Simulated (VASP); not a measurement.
ZrB, 2 atoms in the cell. The structure is tetragonal, space group I4/mmm (No. 139). Conventional cell: a = 3.526 Å, b = 3.526 Å, c = 4.769 Å, α = 90.00°, β = 90.00°, γ = 90.00°. Zr (site symmetry 4/mmm) has 6 B at 2.38 to 2.49 Å within 3.1 Å. B (site symmetry 4/mmm) has 6 Zr at 2.38 to 2.49 Å within 3.1 Å. 

```yaml
Program: VASP 6.6.1
Task: single point
Functional: PBE
Potentials_or_basis: VASP PAW PBE potentials, release 64 (Zr_sv, B)
Cutoff: 520 eV
k_mesh: 12 × 12 × 12
Occupations: methfessel-paxton, width 0.1 eV
Spin: no spin polarisation
Dipole_correction: no
Further_INCAR_settings: ALGO = Normal; EDIFF = 1e-06; NBANDS = 14
```

Potentials or basis: VASP PAW PBE potentials, release 64 (Zr_sv, B).

Launch:

```sh
$ cat potpaw_PBE.64/Zr_sv/POTCAR potpaw_PBE.64/B/POTCAR > POTCAR
$ mpirun -np 1 vasp_std > vasp.out
```

Hardware: 1 thread of Intel Xeon 8259CL, with other jobs on the host.

**Question.** Estimate the wall time of this run.

**Answer.** Wall time 100 s on 1 thread of Intel Xeon 8259CL (shared host), peak memory 0.21 GiB. Counts: scf iterations 13, k points 163.
